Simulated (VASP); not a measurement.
## Si2W: relaxation of the atoms with PBE

Si2W:

```
CELL_PARAMETERS angstrom
4.43218 0.00000 0.00000
-2.21609 3.83838 0.00000
0.00000 0.00000 6.65322
ATOMIC_POSITIONS crystal
W 0.50000 0.00000 0.50000
W 0.50000 0.50000 0.83333
W 0.00000 0.50000 0.16667
Si 0.32725 0.16363 0.16667
Si 0.83637 0.16363 0.83333
Si 0.16363 0.32725 0.50000
Si 0.67275 0.83637 0.16667
Si 0.16363 0.83637 0.83333
Si 0.83637 0.67275 0.50000
```

```
Program                : VASP 6.6.1
Task                   : relaxation of the atoms
Functional             : PBE
Potentials or basis    : VASP PAW PBE potentials, release 64 (W_sv, Si)
Cutoff                 : 520 eV
k mesh                 : 5 × 5 × 3
Occupations            : fermi-dirac, width 0.05 eV
Spin                   : no spin polarisation
Dipole correction      : no
Further INCAR settings : ALGO = Normal; EDIFF = 1e-07; IBRION = 2; EDIFFG = -0.01; NSW = 60
```

| Property | Result |
| --- | --- |
| Energy gained by relaxing | 0.0 meV/atom |
| Ionic steps | 2 |
| Pressure after relaxing | 21.1 GPa |
| Largest force after relaxing | 0.004 eV/Å |
| Band gap on the k mesh | 0.74 eV (least direct gap 1.28 eV) |

Forces on the atoms (eV/Å):
```
W    0.000  0.000  0.000
W    0.000  0.000  0.000
W    0.000  0.000  0.000
Si  -0.003 -0.002  0.000
Si   0.003 -0.002  0.000
Si   0.000 -0.004  0.000
Si   0.003  0.002  0.000
Si  -0.003  0.002  0.000
Si   0.000  0.004  0.000
```

Stress tensor (GPa, compression positive):
```
25.44  0.00  0.00
 0.00 25.44  0.00
 0.00  0.00 12.31
```

The path:
| step | energy change (eV) | largest force (eV/Å) | pressure (GPa) |
| --- | --- | --- | --- |
| 1 | 0.0000 | 0.0383 | 21.06 |
| 2 | -0.0002 | 0.0040 | 21.06 |

Final structure:
```yaml
crystal:
  lattice:
    - [4.43218, 0.00000, 0.00000]
    - [-2.21609, 3.83838, 0.00000]
    - [0.00000, 0.00000, 6.65322]
  atoms:
    - { symbol: W, position: [0.50000, 0.00000, 0.50000] }
    - { symbol: W, position: [0.50000, 0.50000, 0.83333] }
    - { symbol: W, position: [0.00000, 0.50000, 0.16667] }
    - { symbol: Si, position: [0.32773, 0.16387, 0.16667] }
    - { symbol: Si, position: [0.83613, 0.16387, 0.83333] }
    - { symbol: Si, position: [0.16387, 0.32773, 0.50000] }
    - { symbol: Si, position: [0.67227, 0.83613, 0.16667] }
    - { symbol: Si, position: [0.16387, 0.83613, 0.83333] }
    - { symbol: Si, position: [0.83613, 0.67227, 0.50000] }
```

Levels at points of the mesh, in eV from the valence-band top:
| k point | band 31 | band 32 | band 33 | band 34 | band 35 | band 36 |
| --- | --- | --- | --- | --- | --- | --- |
| (0.00, 0.00, 0.00) | -2.31 | -1.92 | -0.65 | 2.79 | 2.79 | 3.13 |

Wall time 60 s on 1 thread of Intel(R) Xeon(R) Platinum 8259CL CPU @ 2.50GHz (Skylake/Cascade Lake) (shared host), peak memory 0.25 GiB.

Caveat: spin-orbit coupling is left out, which moves the levels of the heavy elements. A k mesh can miss the band edges.
